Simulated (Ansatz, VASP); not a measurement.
BN in VASP and in Ansatz

Contents of INCAR:

```
PREC = Accurate
ENCUT = 910
EDIFF = 1E-8
ISMEAR = -1
SIGMA = 0.02
LREAL = F
LASPH = T
NELM = 120
ALGO = Normal
ISIF = 2
LWAVE = F
LCHARG = F
GGA = CA
LEFG = T
NBANDS = 11
GGA_COMPAT = F
```

Contents of KPOINTS:

```
regular mesh
0
Gamma
  11 11 11
```

Contents of POSCAR:

```
BN
1.0
    0.0000000000      1.7953687620      1.7953687620
    1.7953687620      0.0000000000      1.7953687620
    1.7953687620      1.7953687620      0.0000000000
B N
1 1
Direct
    0.0000000000      0.0000000000      0.0000000000
    0.7500000000      0.7500000000      0.7500000000
```

Input for Ansatz:

```yaml
crystal:
  lattice:
    - [0.0, 1.795368762, 1.795368762]
    - [1.795368762, 0.0, 1.795368762]
    - [1.795368762, 1.795368762, 0.0]
  atoms:
    - { symbol: B, position: [0.0, 0.0, 0.0] }
    - { symbol: "N", position: [0.75, 0.75, 0.75] }
kpoints:
  mp_grid: { grid: [11, 11, 11] }
scf:
  occupations: { method: fermi_dirac, width: 0.02 }
hamiltonian:
  xc: lda
  pseudopotentials: { kind: paw }
output:
  forces: true
  stress: true
  eigenvalues: true
  efg: { contact_densities: true }
  write_density: true
  write_potential: true
  elf: true
  volumetric_format: npy
```

Change from the starting cell: volume scaled by 0.98, PAW files.

Alike in both runs: task electric field gradients; functional LDA; k mesh 11 × 11 × 11; occupations fermi-dirac, width 0.02 eV; no spin polarisation.

|  | VASP | Ansatz |
| --- | --- | --- |
| version | VASP 6.6.1 | Ansatz 0.2.0 |
| potentials or method | VASP PAW LDA potentials, release 64 (B_h, N_h) | PAW with Ansatz's default frozen-core files, scalar-relativistic |
| plane-wave cutoff (eV) | 910 | 420 |
| valence electrons in the cell | 8 | 8 |

```csv
,VASP,Ansatz,Ansatz less VASP
gap on the k mesh at the Fermi level (eV),4.48,4.49,+0.014
```

LDA's correlation is that of Perdew and Zunger in VASP and of Perdew and Wang (1992) in Ansatz.

Noted on VASP's run: the cutoff is short for stress, so the pressure is rough.
